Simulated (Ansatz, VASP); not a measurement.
One calculation of Pd, two programs

```
CELL_PARAMETERS angstrom
0.00000 1.97112 1.97112
1.97112 0.00000 1.97112
1.97112 1.97112 0.00000
ATOMIC_POSITIONS crystal
Pd 0.00000 0.00000 0.00000
```

Alike in both runs: functional PBE; k mesh 18 × 18 × 18; occupations gaussian, width 0.1 eV; no spin polarisation.

Ansatz relaxed the structure, and its values are those at the end. VASP's run is a single point on that final structure, the one shown.

|  | VASP | Ansatz |
| --- | --- | --- |
| version | VASP 6.6.1 | Ansatz 0.2.0 |
| potentials or method | VASP PAW PBE potentials, release 64 (Pd), cutoff 500 eV | scalar-relativistic, plane waves, PAW |
| valence electrons in the cell | 10 | 18 |

VASP gave:

```
gap on the k mesh at the Fermi level (eV) : none
pressure (GPa)                            : -0.2
```

Problem. What did Ansatz give for the same quantities?

Solution. gap on the k mesh at the Fermi level (eV): none; pressure (GPa): 0.0.

A gap of «none» marks a metal or a gap that the smearing closes. VASP's potentials hold 10 valence electrons a cell and Ansatz's 18, so a difference there can come from the potentials and not from the codes.
